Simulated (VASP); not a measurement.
Mg3ZnS4: vibrations by perturbation theory with PBE

Mg3ZnS4:

```xyz
8
Lattice="3.9787 0.0000 0.0000 0.0000 3.9787 0.0000 0.0000 0.0000 11.2976" Properties=species:S:1:pos:R:3 pbc="T T T"
Mg    0.0000    0.0000    0.0000
Mg    1.9894    1.9894    2.8952
Mg    1.9894    1.9894    8.4023
Zn    0.0000    0.0000    5.6488
S     1.9894    0.0000    6.9604
S     0.0000    1.9894    9.8494
S     1.9894    0.0000    1.4481
S     0.0000    1.9894    4.3371
```

```
Program                : VASP 6.6.1
Task                   : vibrations by perturbation theory
Functional             : PBE
Potentials or basis    : VASP PAW PBE potentials, release 64 (Mg, Zn, S)
Cutoff                 : 520 eV
k mesh                 : 6 × 6 × 2
Occupations            : gaussian, width 0.01 eV
Spin                   : no spin polarisation
Dipole correction      : no
Further INCAR settings : ALGO = Normal; EDIFF = 1e-08; IBRION = 8; NSW = 1
```

The electronic dielectric tensor (diagonal) is 4.53, 4.53, 4.37. The born charges (mean of the diagonal) is Mg +1.96, +1.92 (each value once); Zn +1.98; S -1.93, -1.96 (each value once) e and the highest phonon frequency at Γ, LO-TO splitting left out is 400 cm⁻¹.

Phonon frequencies in cm⁻¹ (negative: imaginary):
```tsv
q point	frequencies
(0.000, 0.000, 0.000)	-2 -2 -1 80 80 98 98 117 117 145 175 257 257 262 288 319 319 322 322 332 335 335 377 400
```

Electronic dielectric tensor:
```
4.53 0.00 0.00
0.00 4.53 0.00
0.00 0.00 4.37
```

Born effective charge tensors (e):
atom 1, Mg
```
1.90 0.00 0.00
0.00 1.90 0.00
0.00 0.00 2.08
```
atom 2, Mg
```
1.88 0.00 0.00
0.00 1.86 0.00
0.00 0.00 2.04
```
atom 3, Mg
```
1.86 0.00 0.00
0.00 1.88 0.00
0.00 0.00 2.04
```
atom 4, Zn
```
2.19 0.00 0.00
0.00 2.19 0.00
0.00 0.00 1.57
```
atom 5, S
```
-2.24  0.00  0.00
 0.00 -1.77  0.00
 0.00  0.00 -1.78
```
atom 6, S
```
-1.90  0.00  0.00
 0.00 -1.91  0.00
 0.00  0.00 -2.08
```
atom 7, S
```
-1.91  0.00  0.00
 0.00 -1.90  0.00
 0.00  0.00 -2.08
```
atom 8, S
```
-1.77  0.00  0.00
 0.00 -2.24  0.00
 0.00  0.00 -1.78
```

Wall time 85 min on 1 thread of Oxide Virtual Turin-like Processor, on a shared host, peak memory 0.61 GiB.
